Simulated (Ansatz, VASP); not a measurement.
Two plane-wave programs on SnO2

File INCAR:

```
SYSTEM = SnO2
  ALGO = Normal
  EDIFF = 1E-7
  ENCUT = 520
  GGA = PE
  ISIF = 2
  ISMEAR = 0
  LASPH = .TRUE.
  LCHARG = .FALSE.
  LREAL = .FALSE.
  LWAVE = .FALSE.
  NBANDS = 35
  NELM = 80
  PREC = Accurate
  SIGMA = 0.05
```

The input KPOINTS:

```
k-points
0
G
  6 6 8
  0 0 0
```

The input POSCAR:

```
SnO2
1.0
    4.8804606745      0.0000000000      0.0000000000
    0.0000000000      4.8804744875      0.0000000000
    0.0000000000      0.0000000000      3.1683950699
Sn O
2 4
Direct
    0.5000000000      0.5000000000      0.5000000000
    0.0000000000      0.0000000000      0.0000000000
    0.3138957232      0.3139536156      0.0000000000
    0.8138957232      0.1860463844      0.5000000000
    0.1861042768      0.8139536156      0.5000000000
    0.6861042768      0.6860463844      0.0000000000
```

Input for Ansatz:

```yaml
crystal:
  lattice:
    - [4.8804606745, 0.0, 0.0]
    - [0.0, 4.8804744875, 0.0]
    - [0.0, 0.0, 3.1683950699]
  atoms:
    - { symbol: Sn, position: [0.5, 0.5, 0.5] }
    - { symbol: Sn, position: [0.0, 0.0, 0.0] }
    - { symbol: O, position: [0.3138957232, 0.3139536156, 0.0] }
    - { symbol: O, position: [0.8138957232, 0.1860463844, 0.5] }
    - { symbol: O, position: [0.1861042768, 0.8139536156, 0.5] }
    - { symbol: O, position: [0.6861042768, 0.6860463844, 0.0] }
basis:
  ecutwfc: 520.0
kpoints:
  mp_grid: { grid: [6, 6, 8] }
hamiltonian:
  xc: pbe
  pseudopotentials: { kind: paw, azcp: { folder: soft_1 } }
scf:
  occupations: { method: gaussian, width: 0.05 }
output:
  forces: true
  stress: true
  eigenvalues: true
  write_density: true
  write_potential: true
  elf: true
  volumetric_format: npy
```

Alike in both runs: task single point; functional PBE; k mesh 6 × 6 × 8; occupations gaussian, width 0.05 eV; no spin polarisation.

|  | VASP | Ansatz |
| --- | --- | --- |
| version | VASP 6.6.1 | Ansatz 0.2.0 |
| potentials or method | VASP PAW PBE potentials, release 64 (Sn_d, O), cutoff 520 eV | scalar-relativistic, plane waves, PAW |
| valence electrons in the cell | 52 | 52 |

|  | VASP | Ansatz | Ansatz less VASP |
| --- | --- | --- | --- |
| gap on the k mesh at the Fermi level (eV) | 1.01 | 1.03 | +0.014 |
| least direct gap on the mesh (eV) | 1.01 | 1.03 | +0.014 |
| pressure (GPa) | 4.8 | 4.2 | -0.64 |
| traceless stress, the component that is largest in VASP (GPa) | 5.82 | 5.42 | -0.405 |
| rms of the force components (eV/Å) | 0.547 | 0.525 | -0.0222 |

Atom by atom the forces differ by 0.022 eV/Å (rms over components). With one functional, cell and mesh, what is left measures potentials, basis and numerics.
